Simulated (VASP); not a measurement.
Set up this calculation in VASP 6.6.1, as the native input.

* Task: single point
* Functional: PBE
* Dispersion: D3(BJ)
* Potentials or basis: VASP PAW PBE potentials, release 64 (Ge_d, H, O, C)
* Cutoff: 520 eV
* k mesh: 1 × 1 × 1
* Occupations: gaussian, width 0.03 eV
* Spin: no spin polarisation
* Dipole correction: no
* Further INCAR settings: LREAL = Auto; ALGO = Normal; EDIFF = 1e-06; NBANDS = 272

The structure of Ge32H20CO lies in POSCAR:

```
Ge32H20CO
1.0
    8.0016200000      8.0016200000      0.0000000000
   -8.0016200000      8.0016200000      0.0000000000
    0.0000000000      0.0000000000     20.9129000000
Ge H O C
32 20 1 1
Direct
   -0.3116586500      0.3077520200      0.3416030700
   -0.1801765000     -0.3065674500      0.3415755400
    0.0408471100     -0.0267407100      0.3831162900
    0.3184170200      0.1923894200      0.3412312400
   -0.0371062000     -0.4685568200      0.3828099700
    0.1888142400     -0.1901128100      0.3481117400
    0.4609976100      0.0297732200      0.3811249300
    0.5451280500     -0.5319877300      0.3820876100
   -0.1222411600      0.3839132200      0.3014686500
   -0.1073829600     -0.1141656800      0.3048915200
    0.1276947700      0.1177299000      0.3009759500
    0.3917272700      0.3853068800      0.3049127200
    0.1127761400     -0.3805849200      0.3052770500
    0.3744425500     -0.1149086800      0.2992901800
    0.6134202300      0.1154652000      0.3048068300
    0.6282638500     -0.3817100800      0.3014758000
    0.0011510800      0.2497223500      0.2346695200
    0.0012699100     -0.2521313700      0.2298950200
    0.2502901600      0.0002112300      0.2271705800
    0.5007780900      0.2483826700      0.2298315700
    0.2501951000     -0.4991264300      0.2363012800
    0.5004548000     -0.2500073700      0.2348726300
    0.7513417400     -0.0013606400      0.2356051200
    0.7502857000     -0.5004836800      0.2280879500
   -0.1250000000      0.1250000000      0.1644630000
   -0.1250000000     -0.3750000000      0.1644630000
    0.1250000000     -0.1250000000      0.1644630000
    0.3750000000      0.1250000000      0.1644630000
    0.1250000000     -0.6250000000      0.1644630000
    0.3750000000     -0.3750000000      0.1644630000
    0.6250000000     -0.1250000000      0.1644630000
    0.6250000000     -0.6250000000      0.1644630000
   -0.0489780000      0.0489780000      0.1195430000
   -0.2010220000      0.2010220000      0.1195430000
   -0.0489780000     -0.4510220000      0.1195430000
   -0.2010220000     -0.2989780000      0.1195430000
    0.2010220000     -0.2010220000      0.1195430000
    0.0489780000     -0.0489780000      0.1195430000
    0.4510220000      0.0489780000      0.1195430000
    0.2989780000      0.2010220000      0.1195430000
    0.2010220000     -0.7010220000      0.1195430000
    0.0489780000     -0.5489780000      0.1195430000
    0.4510220000     -0.4510220000      0.1195430000
    0.2989780000     -0.2989780000      0.1195430000
    0.7010220000     -0.2010220000      0.1195430000
    0.5489780000     -0.0489780000      0.1195430000
    0.7010220000     -0.7010220000      0.1195430000
    0.5489780000     -0.5489780000      0.1195430000
    0.3199168600     -0.1485918300      0.4470470800
    0.4170994200     -0.3133430100      0.4050220400
    0.2960414900     -0.3993153000      0.4349350900
    0.3943006300     -0.3273524700      0.4899861300
    0.2714278100     -0.2202555600      0.4427827300
    0.3508406600     -0.3211661000      0.4432597400
```

The input as run:

INCAR

```
SYSTEM = Ge32H20CO
ALGO = Normal
EDIFF = 1E-6
ENCUT = 520
GGA = PE
ISIF = 2
ISMEAR = 0
IVDW = 12
LASPH = .TRUE.
LCHARG = .FALSE.
LREAL = Auto
LWAVE = .FALSE.
NBANDS = 272
NELM = 80
PREC = Accurate
SIGMA = 0.03
```

KPOINTS

```
k-points
0
G
  1 1 1
  0 0 0
```

Potentials or basis: VASP PAW PBE potentials, release 64 (Ge_d, H, O, C).

The run is started by

```sh
$ cat potpaw_PBE.64/Ge_d/POTCAR potpaw_PBE.64/H/POTCAR potpaw_PBE.64/O/POTCAR potpaw_PBE.64/C/POTCAR > POTCAR
$ mpirun -np 1 vasp_gam > vasp.out
```

Results of the run:

The largest force is 0.627 eV/Å and the dispersion energy per atom is -0.134 eV.

Caveat: the k points lie up to 0.56 Å⁻¹ apart; there is no dipole correction, which matters where the two faces differ.

It took 40 min on 1 thread of Oxide Virtual Turin-like Processor, on a shared host, peak memory 1.9 GiB.
